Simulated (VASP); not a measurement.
# Ag (P6_3/mmc) in VASP: a series of runs, part 3 of 3

VASP 6.6.1. The steps go on from the part before.

**4. Electric field gradients, PBE (17.67 Å³/atom)**

This run uses another cell than the first one, of 17.67 Å³/atom.

INCAR reads:

```
SYSTEM = Ag
ALGO = Normal
EDIFF = 1E-8
ENCUT = 520
GGA = PE
ISIF = 2
ISMEAR = -1
LASPH = .True.
LCHARG = .False.
LEFG = .True.
LREAL = .False.
LWAVE = .False.
NBANDS = 30
NELM = 60
PREC = Accurate
SIGMA = 0.08
```

KPOINTS reads:

```
k-points
0
Gamma
  14 14 4
  0 0 0
```

POSCAR reads:

```
Ag
1.0
    2.8668278625      0.0000000000      0.0000000000
   -1.4334139312      2.4827457572      0.0000000000
    0.0000000000      0.0000000000      9.9328838838
Ag
4
Direct
    0.3333333333      0.6666666667      0.2500000000
    0.6666666667      0.3333333333      0.7500000000
    0.0000000000      0.0000000000      0.0000000000
    0.0000000000      0.0000000000      0.5000000000
```

Potentials or basis: VASP PAW PBE potentials, release 64 (Ag).

Command:

```console
$ cat potpaw_PBE.64/Ag/POTCAR > POTCAR
$ mpirun -np 1 vasp_std > vasp.out
```

OUTCAR:

```text
SYSTEM = Ag
   EDIFF = 1E-8
   ENCUT = 520
   GGA = PE
   ISIF = 2
   ISMEAR = -1
   LASPH = .True.
   LREAL = .False.
   NELM = 60
   PREC = Accurate

 ion  position               nearest neighbor table
   1  0.333  0.667  0.250-   3 2.98   4 2.98   3 2.98   4 2.98   3 2.98   4 2.98
   2  0.667  0.333  0.750-   3 2.98   4 2.98   3 2.98   4 2.98   3 2.98   4 2.98
   3  0.000  0.000  0.000-   1 2.98   2 2.98   1 2.98   2 2.98   2 2.98   1 2.98
   4  0.000  0.000  0.500-   1 2.98   2 2.98   1 2.98   2 2.98   2 2.98   1 2.98

  LATTYP: Found a hexagonal cell.
 ALAT       =     2.8668278625
 C/A-ratio  =     3.4647646668

  Lattice vectors:
[... 1022 lines left out ...]
 ion       V_xx      V_yy      V_zz      V_xy      V_xz      V_yz
---------------------------------------------------------------------
   1      -5.650    -5.650    11.301    -0.000     0.000     0.000
   2      -5.650    -5.650    11.301    -0.000     0.000    -0.000
   3      -5.024    -5.024    10.048    -0.000     0.000    -0.000
   4      -5.024    -5.024    10.048    -0.000    -0.000     0.000
---------------------------------------------------------------------

 Electric field gradients after diagonalization (V/A^2)
 (convention: |V_zz| > |V_xx| > |V_yy|)
----------------------------------------------------------------------
 ion       V_xx      V_yy      V_zz     asymmetry (V_yy - V_xx)/ V_zz
----------------------------------------------------------------------
   1      -5.650    -5.650    11.301       0.000
   2      -5.650    -5.650    11.301       0.000
   3      -5.024    -5.024    10.048       0.000
   4      -5.024    -5.024    10.048       0.000
----------------------------------------------------------------------

           NMR quadrupolar parameters

 Cq : quadrupolar parameter    Cq=e*Q*V_zz/h
 eta: asymmetry parameters     (V_yy - V_xx)/ V_zz
 Q  : nuclear electric quadrupole moment in mb (millibarn)
----------------------------------------------------------------------
 ion       Cq(MHz)       eta       Q (mb)
----------------------------------------------------------------------
   1       0.027       0.000       1.000
   2       0.027       0.000       1.000
   3       0.024       0.000       1.000
   4       0.024       0.000       1.000
----------------------------------------------------------------------
```

OSZICAR:

```text
N       E                     dE             d eps       ncg     rms          rms(c)
DAV:   1     0.296371617007E+03    0.29637E+03   -0.22745E+04  4328   0.145E+03
DAV:   2    -0.530305012455E+01   -0.30167E+03   -0.28593E+03  4458   0.333E+02
DAV:   3    -0.117623801154E+02   -0.64593E+01   -0.64212E+01  5008   0.553E+01
DAV:   4    -0.117917253960E+02   -0.29345E-01   -0.29341E-01  4656   0.364E+00
DAV:   5    -0.117920258409E+02   -0.30044E-03   -0.30044E-03  4968   0.395E-01    0.959E+00
DAV:   6    -0.108559750604E+02    0.93605E+00   -0.28599E+00  4584   0.139E+01    0.635E+00
DAV:   7    -0.108292820440E+02    0.26693E-01   -0.36245E-02  4794   0.126E+00    0.356E+00
DAV:   8    -0.108193203882E+02    0.99617E-02   -0.24690E-03  4644   0.359E-01    0.139E-01
DAV:   9    -0.108193366535E+02   -0.16265E-04   -0.67951E-05  4962   0.106E-01    0.343E-02
DAV:  10    -0.108193662858E+02   -0.29632E-04   -0.18214E-05  4626   0.343E-02    0.267E-02
DAV:  11    -0.108193712092E+02   -0.49234E-05   -0.29050E-06  4878   0.122E-02    0.130E-03
DAV:  12    -0.108193709196E+02    0.28958E-06   -0.30150E-08  4358   0.165E-03    0.744E-04
DAV:  13    -0.108193709012E+02    0.18432E-07   -0.56057E-09  2892   0.688E-04    0.161E-04
DAV:  14    -0.108193708818E+02    0.19418E-07   -0.54490E-10  2490   0.177E-04    0.709E-05
DAV:  15    -0.108193708897E+02   -0.79690E-08   -0.83803E-11  2448   0.680E-05
   1 F= -.10819371E+02 E0= -.10805395E+02  d E =-.279514E-01
```

Wall time 82 s (1 thread of AMD EPYC 9R45 (Zen 5), shared host); peak memory 0.24 GiB.

What came out:

| Quantity | Value |
| --- | --- |
| Free energy | -10.8194 eV |
| Pressure | 1.4 GPa |
| Band gap on the k mesh | zero (bands 22 and 23 overlap by 6.16 eV) |
| Largest electric field gradient by atom | Ag +11.3, +10.0 (each value once) V/Å² |

Electric field gradients, principal values (V/Å²):
```
atom   least  middle  greatest (by size)
1 Ag  -5.650  -5.650              11.301
2 Ag  -5.650  -5.650              11.301
3 Ag  -5.024  -5.024              10.048
4 Ag  -5.024  -5.024              10.048
```

Caveat: without QUAD_EFG the Cq values of the log hold for a quadrupole moment of 1 mb, not for the nuclei.

**5. Electric field gradients, PBE (18.22 Å³/atom)**

This run uses another cell than the first one, of 18.22 Å³/atom.

INCAR reads:

```
SYSTEM = Ag
PREC = Accurate
ENCUT = 520
EDIFF = 1E-8
ISMEAR = -1
SIGMA = 0.08
LREAL = .FALSE.
LASPH = .TRUE.
NELM = 60
ALGO = Normal
ISIF = 2
LWAVE = .FALSE.
LCHARG = .FALSE.
GGA = PE
LEFG = .TRUE.
NBANDS = 30
```

KPOINTS reads:

```
Automatic mesh
0
G
  14 14 4
  0 0 0
```

POSCAR reads:

```
Ag
1.0
    2.8957876797      0.0000000000      0.0000000000
   -1.4478938399      2.5078256947      0.0000000000
    0.0000000000      0.0000000000     10.0332228354
Ag
4
Direct
    0.3333333333      0.6666666667      0.2500000000
    0.6666666667      0.3333333333      0.7500000000
    0.0000000000      0.0000000000      0.0000000000
    0.0000000000      0.0000000000      0.5000000000
```

Potentials or basis: VASP PAW PBE potentials, release 64 (Ag).

Command:

```console
$ cat potpaw_PBE.64/Ag/POTCAR > POTCAR
$ mpirun -np 1 vasp_std > vasp.out
```

OUTCAR:

```text
SYSTEM = Ag
   PREC = Accurate
   ENCUT = 520
   EDIFF = 1E-8
   ISMEAR = -1
   LREAL = .FALSE.
   LASPH = .TRUE.
   NELM = 60
   ISIF = 2
   GGA = PE

 ion  position               nearest neighbor table
   1  0.333  0.667  0.250-   3 3.01   4 3.01   3 3.01   4 3.01   3 3.01   4 3.01
   2  0.667  0.333  0.750-   3 3.01   4 3.01   3 3.01   4 3.01   3 3.01   4 3.01
   3  0.000  0.000  0.000-   1 3.01   2 3.01   2 3.01   1 3.01   2 3.01   1 3.01
   4  0.000  0.000  0.500-   1 3.01   2 3.01   2 3.01   1 3.01   2 3.01   1 3.01

  LATTYP: Found a hexagonal cell.
 ALAT       =     2.8957876797
 C/A-ratio  =     3.4647646669

  Lattice vectors:
[... 1022 lines left out ...]
 ion       V_xx      V_yy      V_zz      V_xy      V_xz      V_yz
---------------------------------------------------------------------
   1      -4.987    -4.987     9.974    -0.001     0.000    -0.000
   2      -4.987    -4.987     9.974    -0.001     0.000    -0.000
   3      -4.546    -4.546     9.092    -0.001     0.000    -0.000
   4      -4.546    -4.546     9.092    -0.001    -0.000     0.000
---------------------------------------------------------------------

 Electric field gradients after diagonalization (V/A^2)
 (convention: |V_zz| > |V_xx| > |V_yy|)
----------------------------------------------------------------------
 ion       V_xx      V_yy      V_zz     asymmetry (V_yy - V_xx)/ V_zz
----------------------------------------------------------------------
   1      -4.988    -4.987     9.974       0.000
   2      -4.988    -4.987     9.974       0.000
   3      -4.547    -4.546     9.092       0.000
   4      -4.547    -4.546     9.092       0.000
----------------------------------------------------------------------

           NMR quadrupolar parameters

 Cq : quadrupolar parameter    Cq=e*Q*V_zz/h
 eta: asymmetry parameters     (V_yy - V_xx)/ V_zz
 Q  : nuclear electric quadrupole moment in mb (millibarn)
----------------------------------------------------------------------
 ion       Cq(MHz)       eta       Q (mb)
----------------------------------------------------------------------
   1       0.024       0.000       1.000
   2       0.024       0.000       1.000
   3       0.022       0.000       1.000
   4       0.022       0.000       1.000
----------------------------------------------------------------------
```

It took 75 s on 1 thread of AMD EPYC 9R45 (Zen 5), shared host; peak memory 0.24 GiB.

Results:

```yaml
Free_energy: -10.8202 eV
Pressure: -1.3 GPa
Band_gap_on_the_k_mesh: zero (bands 22 and 23 overlap by 6.08 eV)
Largest_electric_field_gradient_by_atom: Ag +10.0, +9.1 (each value once) V/Å²
```

Electric field gradients, principal values (V/Å²):
```tsv
atom	least	middle	greatest (by size)
1 Ag	-4.987	-4.988	9.974
2 Ag	-4.987	-4.988	9.974
3 Ag	-4.546	-4.547	9.092
4 Ag	-4.546	-4.547	9.092
```

Caveat: without QUAD_EFG the Cq values of the log hold for a quadrupole moment of 1 mb, not for the nuclei.

**6. Summary**

```tsv
cell	gap on the mesh (eV)	pressure (GPa)
a = 2.886, b = 2.886, c = 10.000 Å, angles 90.0, 90.0, 120.0°, 4 atoms	none	-0.5
a = 2.924, b = 2.924, c = 10.132 Å, angles 90.0, 90.0, 120.0°, 4 atoms	none	-3.5
a = 2.867, b = 2.867, c = 9.933 Å, angles 90.0, 90.0, 120.0°, 4 atoms	none	1.4
a = 2.896, b = 2.896, c = 10.033 Å, angles 90.0, 90.0, 120.0°, 4 atoms	none	-1.3
```

Alike in all rows: task electric field gradients; level PBE; potentials or basis VASP PAW PBE potentials, release 64 (Ag); no spin polarisation; k mesh 14 × 14 × 4; cutoff (eV) 520; smearing fermi-dirac 0.08 eV.

Caveats: the cell stands under tension (at least some runs).

Total energies depend on the potentials used, so only differences within one code and one set of settings carry meaning.
